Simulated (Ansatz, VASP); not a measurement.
**One calculation of Rh, two programs**

INCAR

```
PREC     = Accurate       # precision mode
ENCUT    = 500            # plane-wave cutoff, eV
EDIFF    = 1E-7           # SCF threshold, eV
ISMEAR   = 0              # smearing method
SIGMA    = 0.1            # smearing width, eV
LREAL    = F              # projectors in reciprocal space
LASPH    = T              # aspherical terms in the spheres
NELM     = 200            # most SCF steps
ALGO     = Normal         # electronic algorithm
ISIF     = 3              # what is computed and relaxed
LWAVE    = F              # write WAVECAR
LCHARG   = F              # write CHGCAR
ISPIN    = 2              # spin polarisation
MAGMOM   = 0.36 0.36 0.36 # initial moments
LORBIT   = 11             # projections on sites
LMAXMIX  = 4              # l up to which the mixer works
GGA      = PE             # functional
IBRION   = 2              # ionic algorithm
NSW      = 100            # ionic steps
EDIFFG   = -0.01          # ionic threshold
GGA_COMPAT= F            
NELMIN   = 4
```

KPOINTS

```
regular mesh
0
Gamma
  12 12 12
```

File POSCAR:

```
Rh
1.0
    3.6888579851      0.0000000000      0.0000000000
    0.0000000000      3.6888579851      0.0000000000
    0.0000000000      0.0000000000      3.6888579851
Rh
3
Direct
    0.5000000000      0.0000000000      0.0000000000
    0.0000000000      0.5000000000      0.0000000000
    0.0000000000      0.0000000000      0.5000000000
```

Input for Ansatz:

```yaml
crystal:
  lattice:
    - [3.6888579851, 0.0, 0.0]
    - [0.0, 3.6888579851, 0.0]
    - [0.0, 0.0, 3.6888579851]
  atoms:
    - { symbol: Rh, position: [0.5, 0.0, 0.0], spin: 0.36 }
    - { symbol: Rh, position: [0.0, 0.5, 0.0], spin: 0.36 }
    - { symbol: Rh, position: [0.0, 0.0, 0.5], spin: 0.36 }
basis:
  ecutwfc: 420
kpoints:
  mp_grid: { grid: [12, 12, 12] }
hamiltonian:
  xc: pbe
scf:
  occupations: { method: gaussian, width: 0.1 }
output:
  forces: true
  stress: true
  eigenvalues: true
  populations: true
  write_density: true
  write_potential: true
  elf: true
  volumetric_format: npy
magnetization:
  spin_polarized: true
relax:
  adjacent_minimum: "off"
  f_tol: 0.01
  max_steps: 80
  cell: { stress_tol: 0.05 }
```

Alike in both runs: task relaxation of cell and atoms; functional PBE; k mesh 12 × 12 × 12; occupations gaussian, width 0.1 eV; collinear spin.

|  | VASP | Ansatz |
| --- | --- | --- |
| version | VASP 6.6.1 | Ansatz 0.2.0 |
| potentials or method | VASP PAW PBE potentials, release 64 (Rh_pv), cutoff 500 eV | scalar-relativistic, plane waves, PAW |
| valence electrons in the cell | 45 | 51 |

VASP gave:

| Item | Value |
| --- | --- |
| gap on the k mesh at the Fermi level, each at its own relaxed structure (eV) | none |
| net moment per atom (μB) | 0.14 |
| size of the moment on the site where the two differ most (μB) | 0.14 |
| relaxed volume (Å³/atom) | 16.73 |
| relaxed length of the cell vector where the two differ most in proportion (Å) | 3.689 |

**Question.** What did Ansatz give for the same quantities?

**Answer.** gap on the k mesh at the Fermi level, each at its own relaxed structure (eV): none; net moment per atom (μB): 0.13; size of the moment on the site where the two differ most (μB): 0.13; relaxed volume (Å³/atom): 16.72; relaxed length of the cell vector where the two differ most in proportion (Å): 3.688.

Site moments also hang on the region over which each program counts them. A gap of «none» marks a metal or a gap that the smearing closes. VASP's potentials hold 45 valence electrons a cell and Ansatz's 51, so a difference there can come from the potentials and not from the codes.

Noted on VASP's run: the relaxation stopped at its first step, so nothing moved.
